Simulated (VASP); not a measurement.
# TiO2 (Pbcn) in VASP: electric field gradients with PBE

Aim: the electric field gradients of TiO2 with PBE.

Everything below comes from runs of VASP 6.6.1. Logs are shortened: lines on timing, memory, paths and dates and some standing lists are left out, and cuts for length are marked.

## (1) The cell of the first run

The structure is orthorhombic, space group Pbcn (No. 60). The conventional cell has a = 4.545 Å, b = 5.520 Å, c = 4.909 Å, α = 90.00°, β = 90.00°, γ = 90.00°. Within 2.5 Å of Ti (site symmetry 2) lie 6 O at 1.88 to 2.09 Å. Within 3.0 Å of O (site symmetry 1) lie 3 Ti at 1.88 to 2.09 Å and 12 O at 2.58 to 2.97 Å.

## (2) Electric field gradients, PBE

INCAR reads:

```
PREC = Accurate ; ENCUT = 520
EDIFF = 1E-8 ; ISMEAR = -1
SIGMA = 0.02 ; LREAL = F
LASPH = T ; NELM = 100
ALGO = Normal ; ISIF = 2
LWAVE = F ; LCHARG = F
GGA = PE ; LEFG = T
NBANDS = 60
```

KPOINTS reads:

```
Automatic mesh
0
Gamma
  4 4 4
```

POSCAR reads:

```
TiO2
1.0
    4.5453495500      0.0000000000      0.0000000000
    0.0000000000      5.5196194400      0.0000000000
    0.0000000000      0.0000000000      4.9091968600
Ti O
4 8
Direct
    0.5000000000      0.6729909300      0.7500000000
    0.0000000000      0.8270090700      0.2500000000
    0.5000000000      0.3270090700      0.2500000000
    0.0000000000      0.1729909300      0.7500000000
    0.7285493800      0.6182753600      0.0813509200
    0.2285493800      0.8817246400      0.9186490800
    0.7714506200      0.8817246400      0.5813509200
    0.2714506200      0.6182753600      0.4186490800
    0.7285493800      0.3817246400      0.5813509200
    0.2285493800      0.1182753600      0.4186490800
    0.7714506200      0.1182753600      0.0813509200
    0.2714506200      0.3817246400      0.9186490800
```

Potentials or basis: VASP PAW PBE potentials, release 64 (Ti_sv, O).

Launch:

```bash
$ cat potpaw_PBE.64/Ti_sv/POTCAR potpaw_PBE.64/O/POTCAR > POTCAR
$ mpirun -np 1 vasp_std > vasp.out
```

OUTCAR:

```text
PREC = Accurate
   ENCUT = 520
   EDIFF = 1E-8
   ISMEAR = -1
   LREAL = F
   LASPH = T
   NELM = 100
   ISIF = 2
   GGA = PE

 ion  position               nearest neighbor table
   1  0.500  0.673  0.750-   6 1.88   7 1.88   5 1.95   8 1.95   9 2.09  12 2.09
   2  0.000  0.827  0.250-   5 1.88   8 1.88   7 1.95   6 1.95  10 2.09  11 2.09
   3  0.500  0.327  0.250-  10 1.88  11 1.88   9 1.95  12 1.95   5 2.09   8 2.09
   4  0.000  0.173  0.750-   9 1.88  12 1.88  11 1.95  10 1.95   6 2.09   7 2.09
   5  0.729  0.618  0.081-   2 1.88   1 1.95   3 2.09
   6  0.229  0.882  0.919-   1 1.88   2 1.95   4 2.09
   7  0.771  0.882  0.581-   1 1.88   2 1.95   4 2.09
   8  0.271  0.618  0.419-   2 1.88   1 1.95   3 2.09
   9  0.729  0.382  0.581-   4 1.88   3 1.95   1 2.09
  10  0.229  0.118  0.419-   3 1.88   4 1.95   2 2.09
  11  0.771  0.118  0.081-   3 1.88   4 1.95   2 2.09
  12  0.271  0.382  0.919-   4 1.88   3 1.95   1 2.09

  LATTYP: Found a simple orthorhombic cell.
 ALAT       =     4.5453495500
 B/A-ratio  =     1.0800482572
 C/A-ratio  =     1.2143443269

  Lattice vectors:

 A1 = (  -4.5453495500,   0.0000000000,   0.0000000000)
 A2 = (   0.0000000000,   0.0000000000,   4.9091968600)
 A3 = (   0.0000000000,   5.5196194400,   0.0000000000)

Analysis of symmetry for initial positions (statically):
=====================================================================
 Subroutine PRICEL returns:
 Original cell was already a primitive cell.

 Routine SETGRP: Setting up the symmetry group for a
 simple orthorhombic supercell.

 Subroutine GETGRP returns: Found  8 space group operations
 (whereof  2 operations were pure point group operations)
 out of a pool of  8 trial point group operations.

The static configuration has the point symmetry S_2 .
 The point group associated with its full space group is D_2h.

Analysis of symmetry for dynamics (positions and initial velocities):
=====================================================================
 Subroutine PRICEL returns:
 Original cell was already a primitive cell.

 Routine SETGRP: Setting up the symmetry group for a
 simple orthorhombic supercell.

[... 1706 lines left out ...]
  energy-cutoff  :      520.00
  volume of cell :      123.16
      direct lattice vectors                 reciprocal lattice vectors
     4.545349550  0.000000000  0.000000000     0.220005082  0.000000000  0.000000000
     0.000000000  5.519619440  0.000000000     0.000000000  0.181171911  0.000000000
     0.000000000  0.000000000  4.909196860     0.000000000  0.000000000  0.203699307

 POSITION                                       TOTAL-FORCE (eV/Angst)
 -----------------------------------------------------------------------------------
      2.27267      3.71465      3.68190         0.000000      0.086067      0.000000
      0.00000      4.56478      1.22730         0.000000     -0.086067      0.000000
      2.27267      1.80497      1.22730         0.000000     -0.086067      0.000000
      0.00000      0.95484      3.68190         0.000000      0.086067      0.000000
      3.31151      3.41264      0.39937         0.044590      0.011501      0.005824
      1.03884      4.86678      4.50983         0.044590     -0.011501     -0.005824
      3.50651      4.86678      2.85397        -0.044590     -0.011501      0.005824
      1.23384      3.41264      2.05523        -0.044590      0.011501     -0.005824
      3.31151      2.10697      2.85397         0.044590     -0.011501      0.005824
      1.03884      0.65283      2.05523         0.044590      0.011501     -0.005824
      3.50651      0.65283      0.39937        -0.044590      0.011501      0.005824
      1.23384      2.10697      4.50983        -0.044590     -0.011501     -0.005824
 -----------------------------------------------------------------------------------
    total drift:                                0.000000      0.000000      0.000000

  FREE ENERGIE OF THE ION-ELECTRON SYSTEM (eV)
  ---------------------------------------------------
  free  energy   TOTEN  =      -107.3607330472 eV

  energy  without entropy=     -107.3607330472  energy(sigma->0) =     -107.36073305

 Electric field gradients (V/A^2)
---------------------------------------------------------------------
 ion       V_xx      V_yy      V_zz      V_xy      V_xz      V_yz
---------------------------------------------------------------------
   1     -13.709    25.765   -12.057     0.000     3.423    -0.000
   2     -13.709    25.765   -12.057    -0.000    -3.423     0.000
   3     -13.709    25.765   -12.057    -0.000     3.423     0.000
   4     -13.709    25.765   -12.057    -0.000    -3.423    -0.000
   5      -5.077     0.800     4.277    22.118     7.058    -2.159
   6      -5.077     0.800     4.277   -22.118    -7.058    -2.159
   7      -5.077     0.800     4.277    22.118    -7.058     2.159
   8      -5.077     0.800     4.277   -22.118     7.058     2.159
   9      -5.077     0.800     4.277   -22.118     7.058     2.159
  10      -5.077     0.800     4.277    22.118    -7.058     2.159
  11      -5.077     0.800     4.277   -22.118    -7.058    -2.159
  12      -5.077     0.800     4.277    22.118     7.058    -2.159
---------------------------------------------------------------------

 Electric field gradients after diagonalization (V/A^2)
 (convention: |V_zz| > |V_xx| > |V_yy|)
----------------------------------------------------------------------
 ion       V_xx      V_yy      V_zz     asymmetry (V_yy - V_xx)/ V_zz
----------------------------------------------------------------------
   1     -16.404    -9.361    25.765       0.273
   2     -16.404    -9.361    25.765       0.273
   3     -16.404    -9.361    25.765       0.273
   4     -16.404    -9.361    25.765       0.273
   5      20.765     5.194   -25.960       0.600
   6      20.765     5.194   -25.960       0.600
   7      20.765     5.194   -25.960       0.600
   8      20.765     5.194   -25.960       0.600
   9      20.765     5.194   -25.960       0.600
  10      20.765     5.194   -25.960       0.600
  11      20.765     5.194   -25.960       0.600
  12      20.765     5.194   -25.960       0.600
----------------------------------------------------------------------

           NMR quadrupolar parameters

 Cq : quadrupolar parameter    Cq=e*Q*V_zz/h
 eta: asymmetry parameters     (V_yy - V_xx)/ V_zz
 Q  : nuclear electric quadrupole moment in mb (millibarn)
----------------------------------------------------------------------
 ion       Cq(MHz)       eta       Q (mb)
----------------------------------------------------------------------
   1       0.062       0.273       1.000
   2       0.062       0.273       1.000
   3       0.062       0.273       1.000
   4       0.062       0.273       1.000
   5      -0.063       0.600       1.000
   6      -0.063       0.600       1.000
   7      -0.063       0.600       1.000
   8      -0.063       0.600       1.000
   9      -0.063       0.600       1.000
  10      -0.063       0.600       1.000
  11      -0.063       0.600       1.000
  12      -0.063       0.600       1.000
----------------------------------------------------------------------
```

It took 4.5 min on 1 thread of Intel Xeon Platinum 8259CL at 2.50GHz (Skylake/Cascade Lake), shared host; peak memory 0.3 GiB.

Results:

```yaml
Free_energy: -107.3607 eV
Pressure: 4.8 GPa
Largest_force: 0.086 eV/Å
Band_gap_on_the_k_mesh: 2.60 eV (least direct gap 2.65 eV)
Largest_electric_field_gradient_by_atom: Ti +25.8; O -26.0 V/Å²
```

Forces in eV/Å, atoms in the order of the input:
```
Ti   0.000  0.086  0.000
Ti   0.000 -0.086  0.000
Ti   0.000 -0.086  0.000
Ti   0.000  0.086  0.000
O    0.045  0.012  0.006
O    0.045 -0.012 -0.006
O   -0.045 -0.012  0.006
O   -0.045  0.012 -0.006
O    0.045 -0.012  0.006
O    0.045  0.012 -0.006
O   -0.045  0.012  0.006
O   -0.045 -0.012 -0.006
```

Levels at points of the mesh, in eV from the valence-band top:
| k point | band 46 | band 47 | band 48 | band 49 | band 50 | band 51 |
| --- | --- | --- | --- | --- | --- | --- |
| (0.00, 0.00, 0.00) | -0.43 | -0.03 | 0.00 | 2.65 | 2.66 | 2.79 |
| (0.50, 0.00, 0.00) | -0.50 | -0.26 | -0.26 | 3.08 | 3.08 | 3.22 |
| (0.00, 0.50, 0.00) | -1.21 | -0.15 | -0.15 | 2.76 | 2.76 | 3.19 |
| (0.50, 0.50, 0.00) | -0.55 | -0.36 | -0.36 | 2.94 | 2.94 | 2.95 |
| (0.00, 0.00, 0.50) | -0.45 | -0.31 | -0.31 | 2.60 | 2.60 | 3.01 |
| (0.50, 0.00, 0.50) | -0.50 | -0.50 | -0.50 | 2.96 | 2.96 | 2.96 |
| (0.00, 0.50, 0.50) | -0.45 | -0.45 | -0.45 | 2.89 | 2.89 | 2.89 |
| (0.50, 0.50, 0.50) | -0.81 | -0.81 | -0.81 | 2.97 | 2.97 | 2.97 |

Electric field gradients, principal values (V/Å²):
| atom | least | middle | greatest (by size) |
| --- | --- | --- | --- |
| 1 Ti | -9.361 | -16.404 | 25.765 |
| 2 Ti | -9.361 | -16.404 | 25.765 |
| 3 Ti | -9.361 | -16.404 | 25.765 |
| 4 Ti | -9.361 | -16.404 | 25.765 |
| 5 O | 5.194 | 20.765 | -25.960 |
| 6 O | 5.194 | 20.765 | -25.960 |
| 7 O | 5.194 | 20.765 | -25.960 |
| 8 O | 5.194 | 20.765 | -25.960 |
| 9 O | 5.194 | 20.765 | -25.960 |
| 10 O | 5.194 | 20.765 | -25.960 |
| 11 O | 5.194 | 20.765 | -25.960 |
| 12 O | 5.194 | 20.765 | -25.960 |

Caveat: the cell stands under pressure; without QUAD_EFG the Cq values of the log hold for a quadrupole moment of 1 mb, not for the nuclei. A k mesh can miss the band edges.
